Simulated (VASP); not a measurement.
# MgS (F-43m) in VASP: notebook, part 2 of 2

VASP 6.6.1.

## (3) Single point, LDA

This run uses another cell than the first one, of 21.87 Å³/atom, 1.061 times its volume.

The input, INCAR:

```
PREC = Accurate
ENCUT = 520
EDIFF = 1E-7
ISMEAR = -1
SIGMA = 0.05
LREAL = F
LASPH = T
NELM = 100
ALGO = Normal
ISIF = 2
LWAVE = F
LCHARG = T
LELF = T
LVHAR = T
NBANDS = 11
```

The input, KPOINTS:

```
regular mesh
0
Gamma
  8 8 8
```

The input, POSCAR:

```
MgS
1.0
    0.0000000000      2.7966848016      2.7966848016
    2.7966848016      0.0000000000      2.7966848016
    2.7966848016      2.7966848016      0.0000000000
S Mg
1 1
Direct
    0.2500000000      0.2500000000      0.2500000000
    0.0000000000      0.0000000000      0.0000000000
```

Potentials or basis: VASP PAW LDA potentials, release 64 (S, Mg).

Launch:

```console
$ cat potpaw_LDA.64/S/POTCAR potpaw_LDA.64/Mg/POTCAR > POTCAR
$ mpirun -np 1 vasp_std > vasp.out
```

OUTCAR:

```text
PREC = Accurate
   ENCUT = 520
   EDIFF = 1E-7
   ISMEAR = -1
   LREAL = F
   LASPH = T
   NELM = 100
   ISIF = 2

 ion  position               nearest neighbor table
   1  0.250  0.250  0.250-   2 2.42   2 2.42   2 2.42   2 2.42
   2  0.000  0.000  0.000-   1 2.42   1 2.42   1 2.42   1 2.42

  LATTYP: Found a face centered cubic cell.
 ALAT       =     5.5933696032

  Lattice vectors:

 A1 = (   0.0000000000,   2.7966848016,   2.7966848016)
 A2 = (   2.7966848016,   0.0000000000,   2.7966848016)
 A3 = (   2.7966848016,   2.7966848016,   0.0000000000)

Analysis of symmetry for initial positions (statically):
=====================================================================
 Subroutine PRICEL returns:
 Original cell was already a primitive cell.

 Routine SETGRP: Setting up the symmetry group for a
 face centered cubic supercell.

 Subroutine GETGRP returns: Found 24 space group operations
 (whereof 24 operations were pure point group operations)
 out of a pool of 48 trial point group operations.

The static configuration has the point symmetry T_d .

Analysis of symmetry for dynamics (positions and initial velocities):
=====================================================================
 Subroutine PRICEL returns:
 Original cell was already a primitive cell.

 Routine SETGRP: Setting up the symmetry group for a
 face centered cubic supercell.

 Subroutine GETGRP returns: Found 24 space group operations
 (whereof 24 operations were pure point group operations)
 out of a pool of 48 trial point group operations.

The dynamic configuration has the point symmetry T_d .

 Subroutine INISYM returns: Found 24 space group operations
 (whereof 24 operations are pure point group operations),
 and found     1 'primitive' translations

----------------------------------------------------------------------------------------

                                     Primitive cell

[... 111 lines left out ...]
  volume/ion in A,a.u.               =      21.87       147.61
  Fermi-wavevector in a.u.,A,eV,Ry     =   0.929219  1.755969 11.747917  0.863448
  Thomas-Fermi vector in A             =   2.055478
   LORBIT       =      0    0 simple, 1 ext, 2 COOP (PROOUT), +10 PAW based schemes
   GGA     = CA    functional components
   LHFCALC =     F    Hartree Fock is set to
   AEXX    =    0.0000 exact exchange contribution
   IVDW    =     0    specifies the selected vdW correction
   LEPSILON=     F    determine dielectric tensor
   LRPA    =     F    only Hartree local field effects (RPA)
 non-spin polarized calculation
  energy-cutoff  :      520.00
  volume of cell :       43.75
 maximum number of plane-waves:      1243
 NGX is ok and might be reduce to    30
   NGX = 15   NGY = 15   NGZ = 15

 number of electron       8.0000000 magnetization

 Free energy of the ion-electron system (eV)
  ---------------------------------------------------
  ext. energy  EPLUGINS =         0.00000000
  ---------------------------------------------------
  free energy    TOTEN  =        -9.39360317 eV

  energy without entropy =       -9.39360317  energy(sigma->0) =       -9.39360317

 E-fermi :   2.1657     XC(G=0):  -8.9009

 val. band max:        1.1286006087   @ k =   0.0000   0.0000   0.0000
 cond. band min:       4.5067658804   @ k =   0.0000   0.0000   0.0000
 fundamental gap:      3.3781652717
 Fermi energy:         2.1656619339

 k-point     1 :       0.0000    0.0000    0.0000
  band No.  band energies     occupation
      1     -10.2339      2.00000
      2       1.1286      2.00000
      3       1.1286      2.00000
      4       1.1286      2.00000
      5       4.5068      0.00000
      6       8.9887      0.00000
      7       8.9887      0.00000
      8       8.9887      0.00000
      9      11.9456      0.00000
     10      11.9456      0.00000
     11      14.7845      0.00000
[... 309 lines left out ...]
 k-point    24 :      -0.3750    0.2500    0.1250
  band No.  band energies     occupation
      1      -9.3515      2.00000
      2      -1.8344      2.00000
      3      -0.2627      2.00000
      4       0.4346      2.00000
      5       7.0361      0.00000
      6       7.5298      0.00000
      7       9.8735      0.00000
      8       9.9080      0.00000
      9      12.5214      0.00000
     10      13.9648      0.00000
     11      15.4436      0.00000

 [... further k-points ...]
[... 5 lines left out ...]
  --------------------------------------------------------------------------------------
  -------------------------------------------------------------------------------------
  Total       -0.0896625     -0.0896625     -0.0896625      0.0000000     -0.0000000      0.0000000
  in kB       -3.2836816     -3.2836816     -3.2836816      0.0000000     -0.0000000      0.0000000
  external PRESSURE =      -3.2836816 kB  Pullay stress =       0.0000000 kB

 VOLUME and BASIS-vectors are now :
 -----------------------------------------------------------------------------
  energy-cutoff  :      520.00
  volume of cell :       43.75
      direct lattice vectors                 reciprocal lattice vectors
     0.000000000  2.796684802  2.796684802    -0.178783108  0.178783108  0.178783108
     2.796684802  0.000000000  2.796684802     0.178783108 -0.178783108  0.178783108
     2.796684802  2.796684802  0.000000000     0.178783108  0.178783108 -0.178783108

 POSITION                                       TOTAL-FORCE (eV/Angst)
 -----------------------------------------------------------------------------------
      1.39834      1.39834      1.39834        -0.000000     -0.000000     -0.000000
      0.00000      0.00000      0.00000         0.000000      0.000000      0.000000
 -----------------------------------------------------------------------------------
    total drift:                                0.000000      0.000000      0.000000

  FREE ENERGIE OF THE ION-ELECTRON SYSTEM (eV)
  ---------------------------------------------------
  free  energy   TOTEN  =        -9.3936031667 eV

  energy  without entropy=       -9.3936031666  energy(sigma->0) =       -9.39360317
```

OSZICAR:

```text
N       E                     dE             d eps       ncg     rms          rms(c)
DAV:   1     0.214013215602E+02    0.21401E+02   -0.32082E+03   638   0.562E+02
DAV:   2    -0.819851540097E+01   -0.29600E+02   -0.27916E+02   778   0.982E+01
DAV:   3    -0.993790533522E+01   -0.17394E+01   -0.17367E+01   779   0.256E+01
DAV:   4    -0.995185234254E+01   -0.13947E-01   -0.13946E-01   789   0.276E+00
DAV:   5    -0.995200096040E+01   -0.14862E-03   -0.14862E-03   795   0.276E-01    0.413E+00
DAV:   6    -0.945094136435E+01    0.50106E+00   -0.12390E+00   715   0.408E+00    0.311E+00
DAV:   7    -0.939846368235E+01    0.52478E-01   -0.23477E-01   785   0.189E+00    0.230E+00
DAV:   8    -0.939454906107E+01    0.39146E-02   -0.14419E-02   722   0.696E-01    0.121E+00
DAV:   9    -0.939358339653E+01    0.96566E-03   -0.22032E-03   731   0.231E-01    0.367E-01
DAV:  10    -0.939360320763E+01   -0.19811E-04   -0.65069E-05   755   0.436E-02    0.129E-01
DAV:  11    -0.939360319270E+01    0.14925E-07   -0.35125E-05   752   0.257E-02    0.424E-02
DAV:  12    -0.939360316671E+01    0.25994E-07   -0.85240E-07   786   0.506E-03
   1 F= -.93936032E+01 E0= -.93936032E+01  d E =-.602333E-10
```

It took 12 s on 1 thread of Intel Xeon 6975P-C, shared host; peak memory 0.15 GiB.

What came out:

| Item | Value |
| --- | --- |
| Free energy | -9.3936 eV |
| Pressure | -0.3 GPa |
| Band gap on the k mesh | 3.38 eV, direct |

## (4) Single point, RPBE+D4

This run uses another cell than the first one, of 22.29 Å³/atom, 1.081 times its volume.

The input, INCAR:

```
PREC = Accurate ; ENCUT = 520
EDIFF = 1E-7 ; ISMEAR = -1
SIGMA = 0.05 ; LREAL = False
LASPH = True ; NELM = 100
ALGO = Normal ; ISIF = 2
LWAVE = False ; LCHARG = False
GGA = RP ; IVDW = 13
NBANDS = 11
```

KPOINTS is that of step 3.

The input, POSCAR:

```
MgS
1.0
    0.0000000000      2.8142009495      2.8142009495
    2.8142009495      0.0000000000      2.8142009495
    2.8142009495      2.8142009495      0.0000000000
S Mg
1 1
Direct
    0.2500000000      0.2500000000      0.2500000000
    0.0000000000      0.0000000000      0.0000000000
```

Potentials or basis: VASP PAW PBE potentials, release 64 (S, Mg).

Launch:

```console
$ cat potpaw_PBE.64/S/POTCAR potpaw_PBE.64/Mg/POTCAR > POTCAR
$ mpirun -np 1 vasp_std > vasp.out
```

It took 18 s on 1 thread of Intel Xeon 6975P-C, shared host; peak memory 0.17 GiB.

The run converged. Its results:

* Free energy: -8.8495 eV
* Pressure: -0.2 GPa
* Band gap on the k mesh: 3.76 eV, direct
* Dispersion energy per atom: -0.431 eV

Levels at points of the mesh, in eV from the valence-band top:
| k point | band 1 | band 2 | band 3 | band 4 | band 5 | band 6 | band 7 | band 8 |
| --- | --- | --- | --- | --- | --- | --- | --- | --- |
| (0.00, 0.00, 0.00) | -11.31 | 0.00 | 0.00 | 0.00 | 3.76 | 8.08 | 8.08 | 8.08 |
| (0.50, 0.00, 0.00) | -10.61 | -3.13 | -0.33 | -0.33 | 5.35 | 7.76 | 7.76 | 8.89 |
| (0.50, 0.50, 0.00) | -10.38 | -2.81 | -1.04 | -1.04 | 4.03 | 5.81 | 11.53 | 12.63 |

Caveat: the PAW data sets were made with another functional, which shifts forces and pressure a little. A k mesh can miss the band edges.

## (5) Single point, PBE

This run uses another cell than the first one, of 23.12 Å³/atom, 1.121 times its volume.

The input, INCAR:

```
PREC = Accurate ; ENCUT = 520
EDIFF = 1E-6 ; ISMEAR = -1
SIGMA = 0.05 ; LREAL = F
LASPH = T ; NELM = 100
ALGO = Normal ; ISIF = 2
LWAVE = F ; LCHARG = F
GGA = PE ; NBANDS = 11
```

The input, KPOINTS:

```
Automatic mesh
0
Gamma
  8 8 8
```

The input, POSCAR:

```
MgS
1.0
    0.0000000000      2.8486904135      2.8486904135
    2.8486904135      0.0000000000      2.8486904135
    2.8486904135      2.8486904135      0.0000000000
S Mg
1 1
Direct
    0.2500000000      0.2500000000      0.2500000000
    0.0000000000      0.0000000000      0.0000000000
```

Launch:

```console
$ cat potpaw_PBE.64/S/POTCAR potpaw_PBE.64/Mg/POTCAR > POTCAR
$ mpirun -np 1 vasp_std > vasp.out
```

Wall time 17 s (1 thread of Intel Xeon 6975P-C, shared host); peak memory 0.17 GiB.

Results (log left out):

```yaml
Free_energy: -8.4728 eV
Pressure: -0.1 GPa
Band_gap_on_the_k_mesh: 3.37 eV, direct
```

Levels at points of the mesh, in eV from the valence-band top:
```csv
k point,band 1,band 2,band 3,band 4,band 5,band 6,band 7,band 8
"(0.00, 0.00, 0.00)",-11.21,0.00,0.00,0.00,3.37,7.90,7.90,7.90
"(0.50, 0.00, 0.00)",-10.55,-3.06,-0.32,-0.32,5.05,7.61,7.61,8.52
"(0.50, 0.50, 0.00)",-10.34,-2.76,-1.01,-1.01,3.90,5.62,10.98,12.14
```

## (6) The runs side by side

| level | potentials or basis | cell | gap on the mesh (eV) | pressure (GPa) |
| --- | --- | --- | --- | --- |
| RPBE+D3(BJ) | VASP PAW PBE potentials, release 64 (S, Mg) | a = 3.878 Å, angles 60.0°, 2 atoms | 3.94 | -0.2 |
| LDA | VASP PAW LDA potentials, release 64 (S, Mg) | a = 3.955 Å, angles 60.0°, 2 atoms | 3.38 | -0.3 |
| RPBE+D4 | VASP PAW PBE potentials, release 64 (S, Mg) | a = 3.980 Å, angles 60.0°, 2 atoms | 3.76 | -0.2 |
| PBE | VASP PAW PBE potentials, release 64 (S, Mg) | a = 4.029 Å, angles 60.0°, 2 atoms | 3.37 | -0.1 |

Alike in all rows: task single point; no spin polarisation; k mesh 8 × 8 × 8; cutoff (eV) 520; smearing fermi-dirac 0.05 eV.

Caveats: the PAW data sets were made with another functional, which shifts forces and pressure a little (some runs).

Absolute energies hang on the potentials; compare differences alone.
